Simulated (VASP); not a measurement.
Set up this calculation in VASP 6.6.1, as the native input.

* Task: single point
* Functional: PBE
* Potentials or basis: VASP PAW PBE potentials, release 64 (Nb_sv, B)
* Cutoff: 520 eV
* k mesh: 8 × 8 × 8
* Occupations: gaussian, width 0.1 eV
* Spin: no spin polarisation
* Dipole correction: no
* Further INCAR settings: ALGO = Normal; EDIFF = 1e-06; NBANDS = 54

The structure of Nb2B5 lies in POSCAR:

```
Nb2B5
1.0
    0.0000000000      4.3932736692      4.3932736692
    4.3932736692      0.0000000000      4.3932736692
    4.3932736692      4.3932736692      0.0000000000
Nb B
4 10
Direct
    0.6250000000      0.6250000000      0.6250000000
    0.1250000000      0.6250000000      0.6250000000
    0.6250000000      0.6250000000      0.1250000000
    0.6250000000      0.1250000000      0.6250000000
    0.2500000000      0.2500000000      0.2500000000
    0.0000000000      0.0000000000      0.0000000000
    0.3590388550      0.3590388550      0.3590388550
    0.3271165650      0.8909611450      0.8909611450
    0.3590388550      0.3590388550      0.9228834350
    0.8909611450      0.3271165650      0.8909611450
    0.9228834350      0.3590388550      0.3590388550
    0.8909611450      0.8909611450      0.8909611450
    0.3590388550      0.9228834350      0.3590388550
    0.8909611450      0.8909611450      0.3271165650
```

These files were run (other wordings do the same):

INCAR

```
SYSTEM = Nb2B5
  PREC = Accurate
  ENCUT = 520
  EDIFF = 1E-6
  ISMEAR = 0
  SIGMA = 0.1
  LREAL = .False.
  LASPH = .True.
  NELM = 100
  ALGO = Normal
  ISIF = 2
  LWAVE = .False.
  LCHARG = .False.
  GGA = PE
  NBANDS = 54
```

KPOINTS

```
Automatic mesh
0
Gamma
  8 8 8
  0 0 0
```

Potentials or basis: VASP PAW PBE potentials, release 64 (Nb_sv, B).

Launch:

```sh
$ cat potpaw_PBE.64/Nb_sv/POTCAR potpaw_PBE.64/B/POTCAR > POTCAR
$ mpirun -np 1 vasp_std > vasp.out
```

It gave:

```
Pressure               : -0.2 GPa
Largest force          : 0.016 eV/Å
Band gap on the k mesh : zero (band 41 reaches 6.77 eV, above the bottom of band 42 at 6.27 eV)
```

Wall time 5 min on 1 thread of Intel(R) Xeon(R) Platinum 8375C CPU @ 2.90GHz (Ice Lake), on a shared host, peak memory 0.41 GiB.
